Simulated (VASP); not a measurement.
Input of a VASP 6.6.1 run:

Contents of INCAR:

```
SYSTEM = AgI
  PREC = Accurate
  ENCUT = 500
  EDIFF = 1E-6
  ISMEAR = -1
  SIGMA = 0.02
  LREAL = .False.
  LASPH = .True.
  NELM = 120
  ALGO = Normal
  ISIF = 2
  LWAVE = .False.
  LCHARG = .False.
  GGA = CA
  NBANDS = 26
  GGA_COMPAT = .False.
```

Contents of KPOINTS:

```
regular mesh
0
Gamma
  6 6 4
  0 0 0
```

Contents of POSCAR:

```
AgI
1.0
    4.4863068764      0.0000000000      0.0000000000
   -2.2431534382      3.8852557241      0.0000000000
    0.0000000000      0.0000000000      7.3404257988
Ag I
2 2
Direct
    0.6666666667      0.3333333333      0.6276959525
    0.3333333333      0.6666666667      0.1276959525
    0.6666666667      0.3333333333      0.0023040475
    0.3333333333      0.6666666667      0.5023040475
```

Potentials or basis: VASP PAW LDA potentials, release 64 (Ag, I).

The run is started by

```console
$ cat potpaw_LDA.64/Ag/POTCAR potpaw_LDA.64/I/POTCAR > POTCAR
$ mpirun -np 1 vasp_std > vasp.out
```

(1) What does it give for the pressure?

(2) Predict the band gap on the k mesh.

Results:

(1) 0.0 GPa.

(2) 1.13 eV.

Caveat: spin-orbit coupling is left out, which moves the levels of the heavy elements.
